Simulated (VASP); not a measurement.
# K3Cd (Pm-3m) in VASP: further runs

The runs below take K3Cd through single point, with LDA.

Everything below comes from runs of VASP 6.6.1. Logs are shortened: lines on timing, memory, paths and dates and some standing lists are left out, and cuts for length are marked.

### Step 1. The cell of the first run

Symmetry: Pm-3m, No. 221, cubic system. Conventional cell: a = 5.953 Å, b = 5.953 Å, c = 5.953 Å, α = 90.00°, β = 90.00°, γ = 90.00°. Within 5.5 Å of K (site symmetry 4/mmm) lie 8 K at 4.21 Å and 4 Cd at 4.21 Å. Within 5.5 Å of Cd (site symmetry m-3m) lie 12 K at 4.21 Å.

### Step 2. Single point, LDA

Contents of INCAR:

```
SYSTEM = K3Cd
PREC = Accurate ; ENCUT = 520
EDIFF = 1E-6 ; ISMEAR = 1
SIGMA = 0.3 ; LREAL = .FALSE.
LASPH = .TRUE. ; NELM = 100
ALGO = Normal ; ISIF = 2
LWAVE = .FALSE. ; LCHARG = .TRUE.
LELF = .TRUE. ; LVHAR = .TRUE.
NBANDS = 28
```

Contents of KPOINTS:

```
Automatic mesh
0
G
  4 4 4
  0 0 0
```

Contents of POSCAR:

```
K3Cd
1.0
    5.9529040000      0.0000000000      0.0000000000
    0.0000000000      5.9529040000      0.0000000000
    0.0000000000      0.0000000000      5.9529040000
K Cd
3 1
Direct
    0.0000000000      0.5000000000      0.5000000000
    0.5000000000      0.0000000000      0.5000000000
    0.5000000000      0.5000000000      0.0000000000
    0.0000000000      0.0000000000      0.0000000000
```

Potentials or basis: VASP PAW LDA potentials, release 64 (K_sv, Cd).

Command:

```sh
$ cat potpaw_LDA.64/K_sv/POTCAR potpaw_LDA.64/Cd/POTCAR > POTCAR
$ mpirun -np 1 vasp_std > vasp.out
```

OUTCAR:

```text
SYSTEM = K3Cd
   PREC = Accurate
   ENCUT = 520
   EDIFF = 1E-6
   ISMEAR = 1
   LREAL = .FALSE.
   LASPH = .TRUE.
   NELM = 100
   ISIF = 2

 ion  position               nearest neighbor table
   1  0.000  0.500  0.500-
   2  0.500  0.000  0.500-
   3  0.500  0.500  0.000-
   4  0.000  0.000  0.000-

  LATTYP: Found a simple cubic cell.
 ALAT       =     5.9529040000

  Lattice vectors:

 A1 = (   5.9529040000,   0.0000000000,   0.0000000000)
 A2 = (   0.0000000000,   5.9529040000,   0.0000000000)
 A3 = (   0.0000000000,   0.0000000000,   5.9529040000)

Analysis of symmetry for initial positions (statically):
=====================================================================
 Subroutine PRICEL returns:
 Original cell was already a primitive cell.

 Routine SETGRP: Setting up the symmetry group for a
 simple cubic supercell.

 Subroutine GETGRP returns: Found 48 space group operations
 (whereof 48 operations were pure point group operations)
 out of a pool of 48 trial point group operations.

The static configuration has the point symmetry O_h .

Analysis of symmetry for dynamics (positions and initial velocities):
=====================================================================
 Subroutine PRICEL returns:
 Original cell was already a primitive cell.

 Routine SETGRP: Setting up the symmetry group for a
 simple cubic supercell.

 Subroutine GETGRP returns: Found 48 space group operations
 (whereof 48 operations were pure point group operations)
 out of a pool of 48 trial point group operations.

The dynamic configuration has the point symmetry O_h .

 Subroutine INISYM returns: Found 48 space group operations
 (whereof 48 operations are pure point group operations),
 and found     1 'primitive' translations

----------------------------------------------------------------------------------------

                                     Primitive cell

  volume of cell :     210.9535

  direct lattice vectors                    reciprocal lattice vectors
     5.952904000  0.000000000  0.000000000     0.167985239  0.000000000  0.000000000
     0.000000000  5.952904000  0.000000000     0.000000000  0.167985239  0.000000000
     0.000000000  0.000000000  5.952904000     0.000000000  0.000000000  0.167985239

[... 68 lines left out ...]
   LSORBIT =      F    spin-orbit coupling
   LASPH  =      T    aspherical Exc in radial PAW
   ENCUT  =  520.0 eV  38.22 Ry    6.18 a.u.  11.07 11.07 11.07*2*pi/ulx,y,z
   NELM   =    100;   NELMIN=  2; NELMDL= -5     # of ELM steps
   EDIFF  = 0.1E-05   stopping-criterion for ELM
   LREAL  =      F    real-space projection
   EDIFFG = 0.1E-04   stopping-criterion for IOM
   NSW    =      0    number of steps for IOM
   IBRION =     -1    ionic relax: 0-MD 1-quasi-New 2-CG
   NFREE  =      0    steps in history (QN), initial steepest desc. (CG)
   ISIF   =      2    stress and relaxation
   ISYM   =      2    0-nonsym 1-usesym 2-fastsym
   POTIM  = 0.5000    time-step for ionic-motion
   TEBEG  =    0.0;   TEEND  =   0.0 temperature during run
   PSTRESS=    0.0 pullay stress
   NELECT =      39.0000    total number of electrons
   NUPDOWN=      -1.0000    fix difference up-down
   EMIN   =  10.00;   EMAX   =-10.00  energy-range for DOS
   EFERMI =   0.00;   METHOD = LEGACY
   ISMEAR =     1;   SIGMA  =   0.30  broadening in eV -4-tet -1-fermi 0-gaus
   EFERMI_NEDOS =   21; number of points for ismear=-14 and -15
   IALGO  =     38    algorithm
   IMIX   =      4    mixing-type and parameters
     AMIX     =   0.40;   BMIX     =  1.00
     AMIX_MAG =   1.60;   BMIX_MAG =  1.00
  volume/ion in A,a.u.               =      52.74       355.90
  Fermi-wavevector in a.u.,A,eV,Ry     =   0.932612  1.762380 11.833863  0.869764
  Thomas-Fermi vector in A             =   2.059227
   LORBIT       =      0    0 simple, 1 ext, 2 COOP (PROOUT), +10 PAW based schemes
   GGA     = CA    functional components
   LHFCALC =     F    Hartree Fock is set to
   AEXX    =    0.0000 exact exchange contribution
   IVDW    =     0    specifies the selected vdW correction
   LEPSILON=     F    determine dielectric tensor
   LRPA    =     F    only Hartree local field effects (RPA)
 non-spin polarized calculation
 Methfessel and Paxton  Order N= 1 SIGMA  =   0.30
  energy-cutoff  :      520.00
  volume of cell :      210.95
 maximum number of plane-waves:      5712
 NGX is ok and might be reduce to    48
   NGX = 23   NGY = 23   NGZ = 23

 number of electron      39.0000006 magnetization

 Free energy of the ion-electron system (eV)
  ---------------------------------------------------
  ext. energy  EPLUGINS =         0.00000000
  ---------------------------------------------------
  free energy    TOTEN  =        -4.57693422 eV

  energy without entropy =       -4.53475151  energy(sigma->0) =       -4.56287331

 E-fermi :   0.1054     XC(G=0):  -6.9006

 val. band max:        0.0547116581   @ k =   0.5000   0.5000   0.0000
 cond. band min:       0.1056540063   @ k =   0.5000   0.2500   0.2500
 fundamental gap:      0.0509423482
 Fermi energy:         0.1054233866

 k-point     1 :       0.0000    0.0000    0.0000
  band No.  band energies     occupation
      1     -31.4994      2.00000
      2     -31.4811      2.00000
      3     -31.4811      2.00000
      4     -15.2967      2.00000
      5     -15.2967      2.00000
      6     -15.2967      2.00000
[... 299 lines left out ...]
     27       4.5147     -0.00000
     28       4.5155     -0.00000

------------------------ aborting loop because EDIFF is reached ----------------------------------------

  FORCE on cell =-STRESS in cart. coord.  units (eV):
  Direction    XX          YY          ZZ          XY          YZ          ZX
  --------------------------------------------------------------------------------------
  -------------------------------------------------------------------------------------
  Total       -1.2171994     -1.2171994     -1.2171994      0.0000000     -0.0000000      0.0000000
  in kB       -9.2445481     -9.2445481     -9.2445481      0.0000000     -0.0000000      0.0000000
  external PRESSURE =      -9.2445481 kB  Pullay stress =       0.0000000 kB

 VOLUME and BASIS-vectors are now :
 -----------------------------------------------------------------------------
  energy-cutoff  :      520.00
  volume of cell :      210.95
      direct lattice vectors                 reciprocal lattice vectors
     5.952904000  0.000000000  0.000000000     0.167985239  0.000000000  0.000000000
     0.000000000  5.952904000  0.000000000     0.000000000  0.167985239  0.000000000
     0.000000000  0.000000000  5.952904000     0.000000000  0.000000000  0.167985239

 POSITION                                       TOTAL-FORCE (eV/Angst)
 -----------------------------------------------------------------------------------
      0.00000      2.97645      2.97645         0.000000      0.000000      0.000000
      2.97645      0.00000      2.97645         0.000000      0.000000      0.000000
      2.97645      2.97645      0.00000         0.000000      0.000000      0.000000
      0.00000      0.00000      0.00000         0.000000      0.000000      0.000000
 -----------------------------------------------------------------------------------
    total drift:                                0.000000      0.000000     -0.000000

  FREE ENERGIE OF THE ION-ELECTRON SYSTEM (eV)
  ---------------------------------------------------
  free  energy   TOTEN  =        -4.5769342168 eV

  energy  without entropy=       -4.5347515054  energy(sigma->0) =       -4.56287331
```

OSZICAR:

```text
N       E                     dE             d eps       ncg     rms          rms(c)
DAV:   1     0.292991924668E+03    0.29299E+03   -0.16945E+04   560   0.116E+03
DAV:   2     0.175317444914E+02   -0.27546E+03   -0.26965E+03   584   0.368E+02
DAV:   3    -0.365837079699E+01   -0.21190E+02   -0.20912E+02   888   0.794E+01
DAV:   4    -0.456624015625E+01   -0.90787E+00   -0.90193E+00   788   0.140E+01
DAV:   5    -0.461246921153E+01   -0.46229E-01   -0.46208E-01   860   0.246E+00    0.397E+00
DAV:   6    -0.458297380955E+01    0.29495E-01   -0.79741E-02   688   0.160E+00    0.259E+00
DAV:   7    -0.457676890497E+01    0.62049E-02   -0.35460E-02   848   0.769E-01    0.691E-01
DAV:   8    -0.457696255351E+01   -0.19365E-03   -0.30896E-03   728   0.335E-01    0.107E-01
DAV:   9    -0.457691861298E+01    0.43941E-04   -0.44835E-04   736   0.885E-02    0.330E-02
DAV:  10    -0.457693426831E+01   -0.15655E-04   -0.33852E-05   760   0.301E-02    0.146E-02
DAV:  11    -0.457693421682E+01    0.51490E-07   -0.39195E-06   540   0.920E-03
   1 F= -.45769342E+01 E0= -.45628733E+01  d E =-.421827E-01
```

stdout:

```text
POSCAR found type information on POSCAR K Cd
 POSCAR found :  2 types and       4 ions
 scaLAPACK will be used
 LDA part: xc-table for (Slater(with rela. corr.)+CA(PZ))
 , standard interpolation
 POSCAR, INCAR and KPOINTS ok, starting setup
 FFT: planning ... GRIDC
 FFT: planning ... GRID_SOFT
 FFT: planning ... GRID
 WAVECAR not read
 entering main loop
```

Run time: 33 s. Hardware: 1 thread of Intel Xeon Platinum 8488C (Sapphire Rapids), shared host; peak memory 0.27 GiB.

What came out:

```
Free energy : -4.5769 eV
Pressure    : -0.9 GPa
```

Levels at points of the mesh, in eV from the Fermi level:
```
           k point  band 15  band 16  band 17  band 18  band 19  band 20  band 21  band 22  band 23  band 24
(0.00, 0.00, 0.00)    -8.56    -8.56    -8.56    -3.86    -0.42     1.16     1.16     1.16     1.65     1.65
(0.50, 0.00, 0.00)    -8.56    -8.56    -8.55    -3.39    -1.48     1.12     1.14     1.14     1.78     2.42
(0.50, 0.50, 0.00)    -8.56    -8.56    -8.55    -3.11    -0.60    -0.60    -0.05     1.25     2.57     2.87
(0.50, 0.50, 0.50)    -8.56    -8.55    -8.55    -3.01     0.24     0.24     0.24     0.81     0.81     0.81
```

### Step 3. Single point, LDA

Contents of INCAR:

```
SYSTEM = K3Cd
PREC     = Accurate       ! precision mode
ENCUT    = 520            ! plane-wave cutoff, eV
EDIFF    = 1E-6           ! SCF threshold, eV
ISMEAR   = 1              ! smearing method
SIGMA    = 0.2            ! smearing width, eV
LREAL    = .False.        ! projectors in reciprocal space
LASPH    = .True.         ! aspherical terms in the spheres
NELM     = 80             ! most SCF steps
ALGO     = Normal         ! electronic algorithm
ISIF     = 2              ! what is computed and relaxed
LWAVE    = .False.        ! write WAVECAR
LCHARG   = .False.        ! write CHGCAR
NBANDS   = 28             ! bands
```

Contents of KPOINTS:

```
Automatic mesh
0
Gamma
  4 4 4
  0 0 0
```

POSCAR is that of step 2.

Potentials or basis: VASP PAW LDA potentials, release 64 (K_sv, Cd).

Command:

```sh
$ cat potpaw_LDA.64/K_sv/POTCAR potpaw_LDA.64/Cd/POTCAR > POTCAR
$ mpirun -np 1 vasp_std > vasp.out
```

Wall time 31 s (1 thread of Intel Xeon Platinum 8488C (Sapphire Rapids), shared host); peak memory 0.27 GiB.

The run converged. Its results:

```
Free energy : -4.5641 eV
Pressure    : -0.9 GPa
```

Levels at points of the mesh, in eV from the Fermi level:
```csv
k point,band 15,band 16,band 17,band 18,band 19,band 20,band 21,band 22,band 23,band 24
"(0.00, 0.00, 0.00)",-8.57,-8.57,-8.57,-3.87,-0.43,1.15,1.15,1.15,1.64,1.64
"(0.50, 0.00, 0.00)",-8.57,-8.56,-8.56,-3.40,-1.49,1.12,1.14,1.14,1.77,2.42
"(0.50, 0.50, 0.00)",-8.57,-8.56,-8.56,-3.12,-0.60,-0.60,-0.06,1.25,2.56,2.86
"(0.50, 0.50, 0.50)",-8.57,-8.56,-8.56,-3.01,0.24,0.24,0.24,0.80,0.80,0.80
```

### Step 4. Single point, LDA

Contents of INCAR:

```
SYSTEM = K3Cd
PREC = Accurate
ENCUT = 520
EDIFF = 1E-6
ISMEAR = 1
SIGMA = 0.1
LREAL = .False.
LASPH = .True.
NELM = 100
ALGO = Normal
ISIF = 2
LWAVE = .False.
LCHARG = .False.
GGA = CA
NBANDS = 28
```

Contents of KPOINTS:

```
regular mesh
0
Gamma
  4 4 4
  0 0 0
```

POSCAR is that of step 3.

Command:

```sh
$ cat potpaw_LDA.64/K_sv/POTCAR potpaw_LDA.64/Cd/POTCAR > POTCAR
$ mpirun -np 1 vasp_std > vasp.out
```

Run time: 33 s. Hardware: 1 thread of Intel Xeon Platinum 8488C (Sapphire Rapids), shared host; peak memory 0.27 GiB.

The run converged. Its results:

* Free energy: -4.5549 eV
* Pressure: -0.9 GPa

Levels at points of the mesh, in eV from the Fermi level:
| k point | band 16 | band 17 | band 18 | band 19 | band 20 | band 21 | band 22 | band 23 |
| --- | --- | --- | --- | --- | --- | --- | --- | --- |
| (0.00, 0.00, 0.00) | -8.56 | -8.56 | -3.86 | -0.42 | 1.16 | 1.16 | 1.16 | 1.65 |
| (0.50, 0.00, 0.00) | -8.56 | -8.56 | -3.39 | -1.48 | 1.13 | 1.14 | 1.14 | 1.78 |
| (0.50, 0.50, 0.00) | -8.56 | -8.56 | -3.11 | -0.60 | -0.60 | -0.05 | 1.25 | 2.57 |
| (0.50, 0.50, 0.50) | -8.56 | -8.56 | -3.01 | 0.24 | 0.24 | 0.24 | 0.81 | 0.81 |

### Step 5. Single point, LDA

Contents of INCAR:

```
ALGO     = Normal         # electronic algorithm
EDIFF    = 1E-6           # SCF threshold, eV
ENCUT    = 520            # plane-wave cutoff, eV
ISIF     = 2              # what is computed and relaxed
ISMEAR   = 1              # smearing method
LASPH    = T              # aspherical terms in the spheres
LCHARG   = F              # write CHGCAR
LREAL    = F              # projectors in reciprocal space
LWAVE    = F              # write WAVECAR
NBANDS   = 28             # bands
NELM     = 60             # most SCF steps
PREC     = Accurate       # precision mode
SIGMA    = 0.05           # smearing width, eV
```

Contents of KPOINTS:

```
k-points
0
Gamma
  4 4 4
```

POSCAR is that of step 4.

Command:

```sh
$ cat potpaw_LDA.64/K_sv/POTCAR potpaw_LDA.64/Cd/POTCAR > POTCAR
$ mpirun -np 1 vasp_std > vasp.out
```

Run time: 31 s. Hardware: 1 thread of Intel Xeon Platinum 8488C (Sapphire Rapids), shared host; peak memory 0.27 GiB.

Results (log left out):

* Free energy: -4.5506 eV
* Pressure: -0.9 GPa

Levels at points of the mesh, in eV from the Fermi level:
```tsv
k point	band 17	band 18	band 19	band 20	band 21	band 22
(0.00, 0.00, 0.00)	-8.57	-3.86	-0.41	1.16	1.16	1.16
(0.50, 0.00, 0.00)	-8.57	-3.39	-1.47	1.13	1.14	1.14
(0.50, 0.50, 0.00)	-8.56	-3.11	-0.59	-0.59	-0.04	1.25
(0.50, 0.50, 0.50)	-8.56	-3.01	0.24	0.24	0.24	0.82
```

### Step 6. The runs side by side

| smearing | gap on the mesh (eV) | pressure (GPa) |
| --- | --- | --- |
| methfessel-paxton 0.3 eV | none | -0.9 |
| methfessel-paxton 0.2 eV | none | -0.9 |
| methfessel-paxton 0.1 eV | none | -0.9 |
| methfessel-paxton 0.05 eV | none | -0.9 |

Alike in all rows: task single point; level LDA; potentials or basis VASP PAW LDA potentials, release 64 (K_sv, Cd); no spin polarisation; cell as given; k mesh 4 × 4 × 4; cutoff (eV) 520.

Every run on the cell as given and a fine mesh finds a metal.

Absolute energies hang on the potentials; compare differences alone.
